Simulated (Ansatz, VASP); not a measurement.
W: VASP beside Ansatz

```
W
1.0
     0.00000    1.98832    1.98832
     1.98832    0.00000    1.98832
     1.98832    1.98832    0.00000
W
1
Direct
  0.00000 0.00000 0.00000
```

Alike in both runs: functional LDA; k mesh 18 × 18 × 18; occupations fermi-dirac, width 0.05 eV; non-collinear spin, spin-orbit coupling.

Ansatz relaxed the structure, and its values are those at the end. VASP's run is a single point on that final structure, the one shown.

```csv
,VASP,Ansatz
version,VASP 6.6.1,Ansatz 0.2.0
potentials or method,"VASP PAW LDA potentials, release 64 (W_sv)","PAW with Ansatz's default frozen-core files, fully relativistic files with spin-orbit coupling"
plane-wave cutoff (eV),520,420
valence electrons in the cell,14,14
```

```tsv
	VASP	Ansatz	Ansatz less VASP
pressure (GPa)	2.0	0.0	-1.99
net moment per atom (μB)	0.00	0.00	0.000
```

LDA's correlation is that of Perdew and Zunger in VASP and of Perdew and Wang (1992) in Ansatz.
